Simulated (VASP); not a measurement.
# MgO (P3m1) in VASP: notebook

The runs below take MgO through single point, with PBEsol.

All numbers are computed with VASP 6.6.1; they aren't measurements. Logs are shortened: lines on timing, memory, paths and dates and some standing lists are left out, and cuts for length are marked.

### 1 The cell of the first run

It takes space group P3m1 (No. 156, trigonal). Conventional cell: a = 3.303 Å, b = 3.303 Å, c = 10.039 Å, α = 90.00°, β = 90.00°, γ = 120.00°. Mg (site symmetry 3m) has 5 O at 1.95 to 2.70 Å within 2.7 Å. Mg (site symmetry 3m) has 4 O at 1.98 to 2.00 Å within 2.6 Å. Mg (site symmetry 3m) has 4 O at 2.00 to 2.13 Å within 2.7 Å. Within 2.5 Å of Mg (site symmetry 3m) lie 4 O at 1.86 to 1.95 Å. O (site symmetry 3m) has 4 Mg at 2.00 to 2.01 Å within 2.7 Å. Within 2.7 Å of O (site symmetry 3m) lie 5 Mg at 1.95 to 2.70 Å. Within 2.7 Å of O (site symmetry 3m) lie 4 Mg at 2.00 to 2.13 Å. Within 2.5 Å of O (site symmetry 3m) lie 4 Mg at 1.86 to 1.95 Å.

### 2 Single point, PBEsol (atoms displaced along a vibrational mode)

File INCAR:

```
PREC = Accurate ; ENCUT = 600
EDIFF = 1E-6 ; ISMEAR = 0
SIGMA = 0.05 ; LREAL = F
LASPH = T ; NELM = 120
ALGO = Normal ; ISIF = 2
LWAVE = F ; LCHARG = F
GGA = PS ; NBANDS = 26
GGA_COMPAT = F
```

File KPOINTS:

```
Automatic mesh
0
Gamma
  9 9 4
```

File POSCAR:

```
MgO
1.0
    3.3034678071      0.0000000000      0.0000000000
   -1.6517339036      2.8608870415      0.0000000000
    0.0000000000      0.0000000000     10.0387760228
Mg O
4 4
Direct
    0.3333333333      0.6666666667     -0.0153043919
    0.3333333333      0.6666666667      0.5189627339
    0.6666666667      0.3333333333      0.2452482497
    0.6666666667      0.3333333333      0.7584100923
    0.3333333333      0.6666666667      0.1848984952
    0.3333333333      0.6666666667      0.7160431628
    0.6666666667      0.3333333333      0.4576312988
    0.6666666667      0.3333333333      0.9433103592
```

Potentials or basis: VASP PAW PBE potentials, release 64 (Mg, O).

Launch:

```bash
cat potpaw_PBE.64/Mg/POTCAR potpaw_PBE.64/O/POTCAR > POTCAR
mpirun -np 1 vasp_std > vasp.out
```

OUTCAR:

```text
PREC = Accurate
   ENCUT = 600
   EDIFF = 1E-6
   ISMEAR = 0
   LREAL = F
   LASPH = T
   NELM = 120
   ISIF = 2
   GGA = PS

 ion  position               nearest neighbor table
   1  0.333  0.667  0.985-   8 1.95   8 1.95   8 1.95   5 2.01   6 2.70   4 2.97   4 2.97   4 2.97
                             3 3.24   3 3.24   3 3.24
   2  0.333  0.667  0.519-   6 1.98   7 2.00   7 2.00   7 2.00   4 3.07   4 3.07   4 3.07   3 3.34
                             3 3.34   3 3.34
   3  0.667  0.333  0.245-   5 2.00   5 2.00   5 2.00   7 2.13   1 3.24   1 3.24   1 3.24   2 3.34
                             2 3.34   2 3.34
   4  0.667  0.333  0.758-   8 1.86   6 1.95   6 1.95   6 1.95   1 2.97   1 2.97   1 2.97   2 3.07
                             2 3.07   2 3.07
   5  0.333  0.667  0.185-   3 2.00   3 2.00   3 2.00   1 2.01
   6  0.333  0.667  0.716-   4 1.95   4 1.95   4 1.95   2 1.98   1 2.70
   7  0.667  0.333  0.458-   2 2.00   2 2.00   2 2.00   3 2.13
   8  0.667  0.333  0.943-   4 1.86   1 1.95   1 1.95   1 1.95

  LATTYP: Found a hexagonal cell.
 ALAT       =     3.3034678071
 C/A-ratio  =     3.0388599523

  Lattice vectors:

 A1 = (   3.3034678071,   0.0000000000,   0.0000000000)
 A2 = (  -1.6517339036,   2.8608870415,   0.0000000000)
 A3 = (   0.0000000000,   0.0000000000,  10.0387760228)

Analysis of symmetry for initial positions (statically):
=====================================================================
 Subroutine PRICEL returns:
 Original cell was already a primitive cell.

 Routine SETGRP: Setting up the symmetry group for a
 hexagonal supercell.

 Subroutine GETGRP returns: Found  6 space group operations
 (whereof  6 operations were pure point group operations)
 out of a pool of 24 trial point group operations.

The static configuration has the point symmetry C_3v.

Analysis of symmetry for dynamics (positions and initial velocities):
=====================================================================
 Subroutine PRICEL returns:
 Original cell was already a primitive cell.

 Routine SETGRP: Setting up the symmetry group for a
 hexagonal supercell.

 Subroutine GETGRP returns: Found  6 space group operations
 (whereof  6 operations were pure point group operations)
 out of a pool of 24 trial point group operations.

The dynamic configuration has the point symmetry C_3v.

 Subroutine INISYM returns: Found  6 space group operations
 (whereof  6 operations are pure point group operations),
 and found     1 'primitive' translations

----------------------------------------------------------------------------------------

                                     Primitive cell

  volume of cell :      94.8749

  direct lattice vectors                    reciprocal lattice vectors
     3.303467807  0.000000000  0.000000000     0.302712198  0.174770969  0.000000000
    -1.651733904  2.860887041  0.000000000     0.000000000  0.349541938  0.000000000
     0.000000000  0.000000000 10.038776023     0.000000000  0.000000000  0.099613738

  length of vectors
     3.303467807  3.303467807 10.038776023     0.349541938  0.349541938  0.099613738

  position of ions in fractional coordinates (direct lattice)
     0.333333333  0.666666667  0.984695608
     0.333333333  0.666666667  0.518962734
     0.666666667  0.333333333  0.245248250
     0.666666667  0.333333333  0.758410092
     0.333333333  0.666666667  0.184898495
     0.333333333  0.666666667  0.716043163
     0.666666667  0.333333333  0.457631299
     0.666666667  0.333333333  0.943310359

  ion indices of the primitive-cell ions
   primitive index   ion index
                 1           1
                 2           2
                 3           3
                 4           4
                 5           5
                 6           6
                 7           7
                 8           8

----------------------------------------------------------------------------------------

 KPOINTS: Automatic mesh

Automatic generation of k-mesh.
 Grid dimensions read from file:
 generate k-points for:    9    9    4

 Generating k-lattice:

  Cartesian coordinates                     Fractional coordinates (reciprocal lattice)
     0.033634689  0.019418997  0.000000000     0.111111111 -0.000000000  0.000000000
     0.000000000  0.038837993  0.000000000     0.000000000  0.111111111  0.000000000
     0.000000000  0.000000000  0.024903434     0.000000000  0.000000000  0.250000000

  Length of vectors
     0.038837993  0.038837993  0.024903434

  Shift w.r.t. Gamma in fractional coordinates (k-lattice)
     0.000000000  0.000000000  0.000000000

 Subroutine IBZKPT returns following result:
 ===========================================

 Found     43 irreducible k-points:

 Following reciprocal coordinates:
            Coordinates               Weight
  0.000000  0.000000  0.000000      1.000000
  0.111111 -0.000000  0.000000      6.000000
  0.222222  0.000000  0.000000      6.000000
  0.333333  0.000000  0.000000      6.000000
  0.444444  0.000000  0.000000      6.000000
  0.111111  0.111111  0.000000      6.000000
[... 16 lines left out ...]
  0.222222  0.111111  0.250000     12.000000
 -0.111111  0.333333  0.250000     12.000000
 [... further k-points ...]
   k-points           NKPTS =     43   k-points in BZ     NKDIM =     43   number of bands    NBANDS=     26
   number of dos      NEDOS =    301   number of ions     NIONS =      8
   total plane-waves  NPLWV =  62720
   dimension x,y,z NGX =    28 NGY =   28 NGZ =   80
   dimension x,y,z NGXF=    56 NGYF=   56 NGZF=  160
   ions per type =               4   4
   NGX,Y,Z   is equivalent  to a cutoff of  14.09, 14.09, 13.25 a.u.
   NGXF,Y,Z  is equivalent  to a cutoff of  28.18, 28.18, 26.50 a.u.
 SYSTEM =  unknown system
   PREC   = accura    normal or accurate (medium, high low for compatibility)
   ISTART =      0    job   : 0-new  1-cont  2-samecut
   ICHARG =      2    charge: 1-file 2-atom 10-const
   ISPIN  =      1    spin polarized calculation?
   LNONCOLLINEAR =      F non collinear calculations
   LSORBIT =      F    spin-orbit coupling
   LASPH  =      T    aspherical Exc in radial PAW
   ENCUT  =  600.0 eV  44.10 Ry    6.64 a.u.   6.60  6.60 20.05*2*pi/ulx,y,z
   NELM   =    120;   NELMIN=  2; NELMDL= -5     # of ELM steps
   EDIFF  = 0.1E-05   stopping-criterion for ELM
   LREAL  =      F    real-space projection
[... 7 lines left out ...]
   TEBEG  =    0.0;   TEEND  =   0.0 temperature during run
   PSTRESS=    0.0 pullay stress
   NELECT =      32.0000    total number of electrons
   NUPDOWN=      -1.0000    fix difference up-down
   EMIN   =  10.00;   EMAX   =-10.00  energy-range for DOS
   EFERMI =   0.00;   METHOD = LEGACY
   ISMEAR =     0;   SIGMA  =   0.05  broadening in eV -4-tet -1-fermi 0-gaus
   EFERMI_NEDOS =   21; number of points for ismear=-14 and -15
   IALGO  =     38    algorithm
   IMIX   =      4    mixing-type and parameters
     AMIX     =   0.40;   BMIX     =  1.00
     AMIX_MAG =   1.60;   BMIX_MAG =  1.00
  volume/ion in A,a.u.               =      11.86        80.03
  Fermi-wavevector in a.u.,A,eV,Ry     =   1.139570  2.153475 17.668792  1.298620
  Thomas-Fermi vector in A             =   2.276273
   LORBIT       =      0    0 simple, 1 ext, 2 COOP (PROOUT), +10 PAW based schemes
   GGA     = PS    functional components
   LHFCALC =     F    Hartree Fock is set to
   AEXX    =    0.0000 exact exchange contribution
   IVDW    =     0    specifies the selected vdW correction
   LEPSILON=     F    determine dielectric tensor
   LRPA    =     F    only Hartree local field effects (RPA)
 non-spin polarized calculation
 Gauss-broadening in eV      SIGMA  =   0.05
  energy-cutoff  :      600.00
  volume of cell :       94.87
 maximum number of plane-waves:      3244
 NGX is ok and might be reduce to    28
   NGX = 13   NGY = 13   NGZ = 41

 number of electron      31.9999997 magnetization

 Free energy of the ion-electron system (eV)
  ---------------------------------------------------
  ext. energy  EPLUGINS =         0.00000000
  ---------------------------------------------------
  free energy    TOTEN  =       -48.79865072 eV

  energy without entropy =      -48.79865072  energy(sigma->0) =      -48.79865072

 E-fermi :   1.2273     XC(G=0):  -9.9521

 val. band max:        1.0040410858   @ k =   0.0000   0.0000   0.0000
 cond. band min:       4.2267777049   @ k =   0.0000   0.0000   0.0000
 fundamental gap:      3.2227366192
 Fermi energy:         1.2273488824

 k-point     1 :       0.0000    0.0000    0.0000
  band No.  band energies     occupation
      1     -15.5246      2.00000
      2     -14.8175      2.00000
      3     -14.6650      2.00000
      4     -14.1633      2.00000
      5      -2.4405      2.00000
      6      -1.0585      2.00000
[... 18 lines left out ...]
     25      14.7184      0.00000
     26      15.4521      0.00000

 k-point     2 :       0.1111   -0.0000    0.0000
  band No.  band energies     occupation
      1     -15.4663      2.00000
      2     -14.7769      2.00000
      3     -14.6219      2.00000
      4     -14.1327      2.00000
      5      -2.3348      2.00000
      6      -1.1910      2.00000
[... 18 lines left out ...]
     25      14.8823      0.00000
     26      15.1109      0.00000

 k-point     3 :       0.2222    0.0000    0.0000
  band No.  band energies     occupation
      1     -15.3125      2.00000
      2     -14.6744      2.00000
      3     -14.5108      2.00000
      4     -14.0543      2.00000
      5      -2.0855      2.00000
      6      -1.6406      2.00000
[... 572 lines left out ...]
 k-point    23 :       0.2222    0.1111    0.2500
  band No.  band energies     occupation
      1     -15.1871      2.00000
      2     -14.6067      2.00000
      3     -14.4135      2.00000
      4     -13.9948      2.00000
      5      -2.0270      2.00000
      6      -1.9213      2.00000
[... 18 lines left out ...]
     25      13.8483      0.00000
     26      14.3113      0.00000

 k-point    24 :      -0.1111    0.3333    0.2500
  band No.  band energies     occupation
      1     -15.1871      2.00000
      2     -14.6066      2.00000
      3     -14.4135      2.00000
      4     -13.9948      2.00000
      5      -2.0330      2.00000
      6      -1.9127      2.00000
[... 18 lines left out ...]
     25      13.7773      0.00000
     26      14.2931      0.00000

 [... further k-points ...]
[... 5 lines left out ...]
  --------------------------------------------------------------------------------------
  -------------------------------------------------------------------------------------
  Total        0.0906024      0.0906024      0.7963365     -0.0000000      0.0000000      0.0000000
  in kB        1.5300249      1.5300249     13.4479358     -0.0000000      0.0000000      0.0000000
  external PRESSURE =       5.5026619 kB  Pullay stress =       0.0000000 kB

 VOLUME and BASIS-vectors are now :
 -----------------------------------------------------------------------------
  energy-cutoff  :      600.00
  volume of cell :       94.87
      direct lattice vectors                 reciprocal lattice vectors
     3.303467807  0.000000000  0.000000000     0.302712198  0.174770969  0.000000000
    -1.651733904  2.860887041  0.000000000     0.000000000  0.349541938  0.000000000
     0.000000000  0.000000000 10.038776023     0.000000000  0.000000000  0.099613738

 POSITION                                       TOTAL-FORCE (eV/Angst)
 -----------------------------------------------------------------------------------
     -0.00000      1.90726      9.88514         0.000000     -0.000000      0.940144
     -0.00000      1.90726      5.20975         0.000000     -0.000000     -1.039336
      1.65173      0.95363      2.46199         0.000000     -0.000000      0.019167
      1.65173      0.95363      7.61351         0.000000     -0.000000     -0.893720
     -0.00000      1.90726      1.85615        -0.000000      0.000000      0.650759
     -0.00000      1.90726      7.18820        -0.000000      0.000000     -0.550876
      1.65173      0.95363      4.59406         0.000000     -0.000000      0.085432
      1.65173      0.95363      9.46968        -0.000000     -0.000000      0.788431
 -----------------------------------------------------------------------------------
    total drift:                               -0.000000      0.000000      0.001350

  FREE ENERGIE OF THE ION-ELECTRON SYSTEM (eV)
  ---------------------------------------------------
  free  energy   TOTEN  =       -48.7986507156 eV

  energy  without entropy=      -48.7986507156  energy(sigma->0) =      -48.79865072
```

Run time: 3.9 min. Hardware: 1 thread of Intel Xeon 8259CL, shared host; peak memory 0.3 GiB.

What came out:

```yaml
Free_energy: -48.7987 eV
Pressure: 0.6 GPa
Largest_force: 1.039 eV/Å
Band_gap_on_the_k_mesh: 3.22 eV
```

Forces on the atoms (eV/Å):
```
Mg   0.000  0.000  0.940
Mg   0.000  0.000 -1.039
Mg   0.000  0.000  0.019
Mg   0.000  0.000 -0.894
O    0.000  0.000  0.651
O    0.000  0.000 -0.551
O    0.000  0.000  0.085
O    0.000  0.000  0.788
```

Caveat: the cell differs from its parent crystal (atoms displaced along a vibrational mode); the PAW data sets were made with another functional, which shifts forces and pressure a little; an odd mesh through Γ misses points on the zone boundary, where band edges can lie.

### 3 Single point, PBEsol (atoms displaced along a vibrational mode)

File INCAR:

```
PREC = Accurate
ENCUT = 600
EDIFF = 1E-6
ISMEAR = 0
SIGMA = 0.05
LREAL = False
LASPH = True
NELM = 120
ALGO = Normal
ISIF = 2
LWAVE = False
LCHARG = False
GGA = PS
NBANDS = 26
GGA_COMPAT = False
```

KPOINTS is that of step 2.

File POSCAR:

```
MgO
1.0
    3.3034678071      0.0000000000      0.0000000000
   -1.6517339036      2.8608870415      0.0000000000
    0.0000000000      0.0000000000     10.0387760228
Mg O
4 4
Direct
    0.3333333333      0.6666666667     -0.0095965247
    0.3333333333      0.6666666667      0.5132548667
    0.6666666667      0.3333333333      0.2474406148
    0.6666666667      0.3333333333      0.7562177272
    0.3333333333      0.6666666667      0.1900862553
    0.3333333333      0.6666666667      0.7108554027
    0.6666666667      0.3333333333      0.4552458632
    0.6666666667      0.3333333333      0.9456957948
```

Potentials or basis: VASP PAW PBE potentials, release 64 (Mg, O).

Launch:

```bash
cat potpaw_PBE.64/Mg/POTCAR potpaw_PBE.64/O/POTCAR > POTCAR
mpirun -np 1 vasp_std > vasp.out
```

Wall time 2.9 min (1 thread of Intel Xeon 8259CL, shared host); peak memory 0.3 GiB.

It converged, with:

```
Free energy            : -48.9742 eV
Pressure               : 0.0 GPa
Largest force          : 0.681 eV/Å
Band gap on the k mesh : 3.30 eV
```

Forces on the atoms (eV/Å):
```
Mg   0.000  0.000  0.639
Mg   0.000  0.000 -0.681
Mg   0.000  0.000  0.083
Mg   0.000  0.000 -0.462
O    0.000  0.000  0.420
O    0.000  0.000 -0.378
O    0.000  0.000 -0.013
O    0.000  0.000  0.392
```

Stress tensor (GPa, compression positive):
```
-0.19  0.00  0.00
 0.00 -0.19  0.00
 0.00  0.00  0.34
```

Levels at points of the mesh, in eV from the valence-band top:
```
           k point  band 14  band 15  band 16  band 17  band 18  band 19
(0.00, 0.00, 0.00)    -0.20    -0.20     0.00     3.30     5.81     5.89
(0.00, 0.00, 0.50)    -0.48    -0.20    -0.20     4.01     4.43     7.39
```

Caveat: the cell differs from its parent crystal (atoms displaced along a vibrational mode); the PAW data sets were made with another functional, which shifts forces and pressure a little; an odd mesh through Γ misses points on the zone boundary, where band edges can lie.
